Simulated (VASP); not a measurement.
# Cu (C2/m) in VASP: single point with PBEsol

Aim: the single point of Cu with PBEsol.

Program: VASP 6.6.1. These are calculated values, not measurements. Logs are shortened: lines on timing, memory, paths and dates and some standing lists are left out, and cuts for length are marked.

## (1) The cell of the first run

It takes space group C2/m (No. 12, monoclinic). The conventional cell has a = 3.988 Å, b = 2.886 Å, c = 3.988 Å, α = 90.00°, β = 92.71°, γ = 90.00°. Cu (site symmetry m) has 14 Cu at 2.43 to 3.27 Å within 3.3 Å.

## (2) Single point, PBEsol (atoms displaced along a vibrational mode)

The input, INCAR:

```
SYSTEM = Cu
ALGO = Fast ; EDIFF = 1E-6
ENCUT = 520 ; GGA = PS
ISIF = 2 ; ISMEAR = 0
LASPH = .TRUE. ; LCHARG = .TRUE.
LELF = .TRUE. ; LREAL = .FALSE.
LVHAR = .TRUE. ; LWAVE = .FALSE.
NBANDS = 18 ; NELM = 60
PREC = Accurate ; SIGMA = 0.15
```

The input, KPOINTS:

```
k-points
0
G
  20 20 12
  0 0 0
```

The input, POSCAR:

```
Cu
1.0
    1.4427933200     -1.4427933200     -1.3760814500
    1.4427933200      1.4427933200     -1.3760814500
    2.8855866400      0.0000000000      2.7521629000
Cu
2
Direct
   -0.0626903184     -0.0626903184     -0.0000817711
    0.5626903184      0.5626903184      0.5000817711
```

Potentials or basis: VASP PAW PBE potentials, release 64 (Cu).

Run with:

```
$ cat potpaw_PBE.64/Cu/POTCAR > POTCAR
$ mpirun -np 1 vasp_std > vasp.out
```

OUTCAR:

```text
SYSTEM = Cu
   EDIFF = 1E-6
   ENCUT = 520
   GGA = PS
   ISIF = 2
   ISMEAR = 0
   LASPH = .TRUE.
   LREAL = .FALSE.
   NELM = 60
   PREC = Accurate

 ion  position               nearest neighbor table
   1  0.937  0.937  1.000-   2 2.43   2 2.49   2 2.49   2 2.53   2 2.53   2 2.55
   2  0.563  0.563  0.500-   1 2.43   1 2.49   1 2.49   1 2.53   1 2.53   1 2.55

  LATTYP: Found a base centered monoclinic cell.
 ALAT       =     3.9876071628
 B/A-ratio  =     0.7236386440
 C/A-ratio  =     1.0000000000
 COS(beta)  =    -0.0473057741

  Lattice vectors:

 A1 = (  -1.4427933200,   1.4427933200,   1.3760814500)
 A2 = (  -1.4427933200,  -1.4427933200,   1.3760814500)
 A3 = (   2.8855866400,   0.0000000000,   2.7521629000)

Analysis of symmetry for initial positions (statically):
=====================================================================
 Subroutine PRICEL returns:
 Original cell was already a primitive cell.

 Routine SETGRP: Setting up the symmetry group for a
 base centered monoclinic supercell.

 Subroutine GETGRP returns: Found  4 space group operations
 (whereof  2 operations were pure point group operations)
 out of a pool of  4 trial point group operations.

The static configuration has the point symmetry C_1h.
 The point group associated with its full space group is C_2h.

Analysis of symmetry for dynamics (positions and initial velocities):
=====================================================================
 Subroutine PRICEL returns:
 Original cell was already a primitive cell.

 Routine SETGRP: Setting up the symmetry group for a
 base centered monoclinic supercell.

 Subroutine GETGRP returns: Found  4 space group operations
 (whereof  2 operations were pure point group operations)
 out of a pool of  4 trial point group operations.

The dynamic configuration has the point symmetry C_1h.
 The point group associated with its full space group is C_2h.

 Subroutine INISYM returns: Found  4 space group operations
 (whereof  2 operations are pure point group operations),
 and found     1 'primitive' translations

----------------------------------------------------------------------------------------

                                     Primitive cell

  volume of cell :      22.9162

  direct lattice vectors                    reciprocal lattice vectors
     1.442793320 -1.442793320 -1.376081450     0.173274991 -0.346549983 -0.181675293
     1.442793320  1.442793320 -1.376081450     0.173274991  0.346549983 -0.181675293
     2.885586640  0.000000000  2.752162900     0.173274991  0.000000000  0.181675293

  length of vectors
     2.461078074  2.461078074  3.987607163     0.427933435  0.427933435  0.251058030

  position of ions in fractional coordinates (direct lattice)
     0.937309682  0.937309682  0.999918229
     0.562690318  0.562690318  0.500081771

  ion indices of the primitive-cell ions
   primitive index   ion index
                 1           1
                 2           2

----------------------------------------------------------------------------------------

 KPOINTS: k-points

Automatic generation of k-mesh.
 Grid dimensions read from file:
 generate k-points for:   20   20   12

 Generating k-lattice:

  Cartesian coordinates                     Fractional coordinates (reciprocal lattice)
     0.008663750 -0.017327499 -0.009083765     0.050000000 -0.000000000  0.000000000
     0.008663750  0.017327499 -0.009083765    -0.000000000  0.050000000  0.000000000
     0.014439583  0.000000000  0.015139608     0.000000000  0.000000000  0.083333333

  Length of vectors
     0.021396672  0.021396672  0.020921503

  Shift w.r.t. Gamma in fractional coordinates (k-lattice)
     0.000000000  0.000000000  0.000000000

 Subroutine IBZKPT returns following result:
 ===========================================

 Found   1272 irreducible k-points:

 Following reciprocal coordinates:
            Coordinates               Weight
  0.000000  0.000000  0.000000      1.000000
  0.050000 -0.000000  0.000000      4.000000
  0.100000 -0.000000  0.000000      4.000000
  0.150000 -0.000000  0.000000      4.000000
  0.200000 -0.000000  0.000000      4.000000
  0.250000 -0.000000  0.000000      4.000000
[... 16 lines left out ...]
 -0.400000  0.050000 -0.000000      4.000000
 -0.350000  0.050000 -0.000000      4.000000
 [... further k-points ...]
   k-points           NKPTS =   1272   k-points in BZ     NKDIM =   1272   number of bands    NBANDS=     18
   number of dos      NEDOS =    301   number of ions     NIONS =      2
   total plane-waves  NPLWV =   9720
   dimension x,y,z NGX =    18 NGY =   18 NGZ =   30
   dimension x,y,z NGXF=    36 NGYF=   36 NGZF=   60
   ions per type =               2
   NGX,Y,Z   is equivalent  to a cutoff of  12.16, 12.16, 12.51 a.u.
   NGXF,Y,Z  is equivalent  to a cutoff of  24.32, 24.32, 25.01 a.u.
 SYSTEM =  Cu
   PREC   = accura    normal or accurate (medium, high low for compatibility)
   ISTART =      0    job   : 0-new  1-cont  2-samecut
   ICHARG =      2    charge: 1-file 2-atom 10-const
   ISPIN  =      1    spin polarized calculation?
   LNONCOLLINEAR =      F non collinear calculations
   LSORBIT =      F    spin-orbit coupling
   LASPH  =      T    aspherical Exc in radial PAW
   ENCUT  =  520.0 eV  38.22 Ry    6.18 a.u.   4.58  4.58  7.41*2*pi/ulx,y,z
   NELM   =     60;   NELMIN=  2; NELMDL= -5     # of ELM steps
   EDIFF  = 0.1E-05   stopping-criterion for ELM
   LREAL  =      F    real-space projection
   EDIFFG = 0.1E-04   stopping-criterion for IOM
   NSW    =      0    number of steps for IOM
   IBRION =     -1    ionic relax: 0-MD 1-quasi-New 2-CG
   NFREE  =      0    steps in history (QN), initial steepest desc. (CG)
   ISIF   =      2    stress and relaxation
   ISYM   =      2    0-nonsym 1-usesym 2-fastsym
   POTIM  = 0.5000    time-step for ionic-motion
   TEBEG  =    0.0;   TEEND  =   0.0 temperature during run
   PSTRESS=    0.0 pullay stress
   NELECT =      22.0000    total number of electrons
   NUPDOWN=      -1.0000    fix difference up-down
   EMIN   =  10.00;   EMAX   =-10.00  energy-range for DOS
   EFERMI =   0.00;   METHOD = LEGACY
   ISMEAR =     0;   SIGMA  =   0.15  broadening in eV -4-tet -1-fermi 0-gaus
   EFERMI_NEDOS =   21; number of points for ismear=-14 and -15
   IALGO  =     68    algorithm
   IMIX   =      4    mixing-type and parameters
     AMIX     =   0.40;   BMIX     =  1.00
     AMIX_MAG =   1.60;   BMIX_MAG =  1.00
  volume/ion in A,a.u.               =      11.46        77.32
  Fermi-wavevector in a.u.,A,eV,Ry     =   1.614984  3.051878 35.486359  2.608174
  Thomas-Fermi vector in A             =   2.709805
   LORBIT       =      0    0 simple, 1 ext, 2 COOP (PROOUT), +10 PAW based schemes
   GGA     = PS    functional components
   LHFCALC =     F    Hartree Fock is set to
   AEXX    =    0.0000 exact exchange contribution
   IVDW    =     0    specifies the selected vdW correction
   LEPSILON=     F    determine dielectric tensor
   LRPA    =     F    only Hartree local field effects (RPA)
 non-spin polarized calculation
 RMM-DIIS sequential band-by-band and
 Gauss-broadening in eV      SIGMA  =   0.15
  energy-cutoff  :      520.00
  volume of cell :       22.92
 maximum number of plane-waves:       636
   NGX =  9   NGY =  9   NGZ = 15

 number of electron      22.0000022 magnetization

 Free energy of the ion-electron system (eV)
  ---------------------------------------------------
  ext. energy  EPLUGINS =         0.00000000
  ---------------------------------------------------
  free energy    TOTEN  =        -8.49849085 eV

  energy without entropy =       -8.49165694  energy(sigma->0) =       -8.49507390

 E-fermi :   7.7701     XC(G=0): -13.0784

 val. band max:        7.7692210239   @ k =  -0.2000  -0.4000   0.4167
 cond. band min:       7.7705354626   @ k =   0.5000   0.0500   0.5000
 fundamental gap:      0.0013144386
 Fermi energy:         7.7700809852

 k-point     1 :       0.0000    0.0000    0.0000
  band No.  band energies     occupation
      1      -1.8367      2.00000
      2       2.5813      2.00000
      3       3.8516      2.00000
      4       4.3934      2.00000
      5       4.8001      2.00000
      6       4.8657      2.00000
[... 10 lines left out ...]
     17      29.8739      0.00000
     18      33.3189      0.00000

 k-point     2 :       0.0500   -0.0000    0.0000
  band No.  band energies     occupation
      1      -1.7640      2.00000
      2       2.6201      2.00000
      3       3.8560      2.00000
      4       4.4049      2.00000
      5       4.8118      2.00000
      6       4.8537      2.00000
[... 10 lines left out ...]
     17      30.5271      0.00000
     18      32.3543      0.00000

 k-point     3 :       0.1000   -0.0000    0.0000
  band No.  band energies     occupation
      1      -1.5475      2.00000
      2       2.7304      2.00000
      3       3.8672      2.00000
      4       4.4319      2.00000
      5       4.8007      2.00000
      6       4.8582      2.00000
[... 10 lines left out ...]
     17      30.2420      0.00000
     18      31.4451      0.00000

 k-point     4 :       0.1500   -0.0000    0.0000
  band No.  band energies     occupation
      1      -1.1921      2.00000
      2       2.8935      2.00000
      3       3.8810      2.00000
      4       4.4553      2.00000
      5       4.6661      2.00000
      6       4.9415      2.00000
[... 375 lines left out ...]
      4       4.1243      2.00000
      5       4.3882      2.00000
      6       4.7139      2.00000
[... 10 lines left out ...]
     17      22.6017      0.00000
     18      29.6913      0.00000

 k-point    23 :      -0.4000    0.0500   -0.0000
  band No.  band energies     occupation
      1       2.2011      2.00000
      2       3.2603      2.00000
      3       3.5193      2.00000
      4       4.1125      2.00000
      5       4.4516      2.00000
      6       4.6901      2.00000
[... 10 lines left out ...]
     17      22.4324      0.00000
     18      29.8734      0.00000

 k-point    24 :      -0.3500    0.0500   -0.0000
  band No.  band energies     occupation
      1       1.5647      2.00000
      2       3.2950      2.00000
      3       3.6420      2.00000
      4       4.0605      2.00000
      5       4.5424      2.00000
      6       4.6436      2.00000
[... 10 lines left out ...]
     17      22.4944      0.00000
     18      29.9688      0.00000

 [... further k-points ...]

------------------------ aborting loop because EDIFF is reached ----------------------------------------

  FORCE on cell =-STRESS in cart. coord.  units (eV):
  Direction    XX          YY          ZZ          XY          YZ          ZX
  --------------------------------------------------------------------------------------
  -------------------------------------------------------------------------------------
  Total        0.1894753     -0.5729520      0.7199534      0.0000000      0.0000000     -0.1162579
  in kB       13.2470972    -40.0577386     50.3352931      0.0000000      0.0000000     -8.1281294
  external PRESSURE =       7.8415505 kB  Pullay stress =       0.0000000 kB

 VOLUME and BASIS-vectors are now :
 -----------------------------------------------------------------------------
  energy-cutoff  :      520.00
  volume of cell :       22.92
      direct lattice vectors                 reciprocal lattice vectors
     1.442793320 -1.442793320 -1.376081450     0.173274991 -0.346549983 -0.181675293
     1.442793320  1.442793320 -1.376081450     0.173274991  0.346549983 -0.181675293
     2.885586640  0.000000000  2.752162900     0.173274991  0.000000000  0.181675293

 POSITION                                       TOTAL-FORCE (eV/Angst)
 -----------------------------------------------------------------------------------
      5.59004      0.00000      0.17231         0.142780      0.000000     -0.262502
      3.06672      0.00000     -0.17231        -0.142780      0.000000      0.262502
 -----------------------------------------------------------------------------------
    total drift:                                0.000000      0.000000     -0.000000

  FREE ENERGIE OF THE ION-ELECTRON SYSTEM (eV)
  ---------------------------------------------------
  free  energy   TOTEN  =        -8.4984908496 eV

  energy  without entropy=       -8.4916569446  energy(sigma->0) =       -8.49507390
```

It took 5.6 min on 1 thread of Intel Xeon Platinum 8259CL at 2.50GHz (Skylake/Cascade Lake), shared host; peak memory 0.49 GiB.

What came out:

```
Free energy            : -8.4985 eV
Pressure               : 0.8 GPa
Largest force          : 0.299 eV/Å
Band gap on the k mesh : zero (bands 11 and 12 overlap by 5.48 eV)
```

Forces on the atoms (eV/Å):
```
Cu   0.143  0.000 -0.263
Cu  -0.143  0.000  0.263
```

Caveat: the cell differs from its parent crystal (atoms displaced along a vibrational mode); the stress differs along the axes, from -4 to 5 GPa; the PAW data sets were made with another functional, which shifts forces and pressure a little.
